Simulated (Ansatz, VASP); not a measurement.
## TiPt3: VASP beside Ansatz

```
Ti Pt
1.0
     3.97494    0.00000    0.00000
     0.00000    3.97494    0.00000
     0.00000    0.00000    3.89700
Ti Pt
1 3
Cartesian
  0.0000 0.0000 0.0000
  0.0000 1.9875 1.9485
  1.9875 0.0000 1.9485
  1.9875 1.9875 0.0000
```

Change from the starting cell: equal xx and yy strain of +2 %, crystal datasets.

Alike in both runs: task electric field gradients; functional PBEsol; k mesh 9 × 9 × 9; occupations fermi-dirac, width 0.05 eV; no spin polarisation.

|  | VASP | Ansatz |
| --- | --- | --- |
| version | VASP 6.6.1 | Ansatz 0.2.0 |
| potentials or method | VASP PAW PBE potentials, release 64 (Ti_sv, Pt), cutoff 520 eV | all-electron PAW with datasets made for the crystal, scalar-relativistic |

|  | VASP | Ansatz | Ansatz less VASP |
| --- | --- | --- | --- |
| pressure (GPa) | -9.3 | -9.1 | +0.25 |
| traceless stress, the component that is largest in VASP (GPa) | 2.03 | 2.04 | +0.007 |
| size of Vzz on the site where it differs most (V/Å²) | 63.7 | 73.7 | +10.03 |

VASP's potentials were made for PBE, not for PBEsol. Ansatz ran all-electron here, and VASP with PAW potentials.

Neither program's run includes spin-orbit coupling.
